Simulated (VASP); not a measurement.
K2S:

```xyz
3
Lattice="0.0000 3.6955 3.6955 3.6955 0.0000 3.6955 3.6955 3.6955 0.0000" Properties=species:S:1:pos:R:3 pbc="T T T"
K     1.8477    1.8477    1.8477
K     5.5432    5.5432    5.5432
S     0.0000    0.0000    0.0000
```

Base run:

| Quantity | Value |
| --- | --- |
| Program | VASP 6.6.1 |
| Functional | PBE |
| Potentials or basis | VASP PAW PBE potentials, release 64 (K_sv, S) |
| Cutoff | 500 eV |
| k mesh | 4 × 4 × 4 |
| Occupations | gaussian, width 0.05 eV |
| Spin | no spin polarisation |

Its results: band gap on the k mesh 2.39 eV (least direct gap 2.59 eV); pressure 0.6 GPa.

After a change of settings the same cell gave: band gap on the k mesh 3.91 eV (least direct gap 4.09 eV); pressure 0.1 GPa. Which change was it?
A. functional from PBE to PBE-based screened hybrid with 40 % exact exchange; cutoff from 500 eV to 400 eV
B. k mesh from 4 × 4 × 4 to 6 × 6 × 6
C. functional from PBE to PBE-based global hybrid with 40 % exact exchange; cutoff from 500 eV to 400 eV
D. functional from PBE to PBE-based screened hybrid with 35 % exact exchange; cutoff from 500 eV to 400 eV

A.

Caveats: the PAW data sets were made with another functional, which shifts forces and pressure a little (at least some runs).
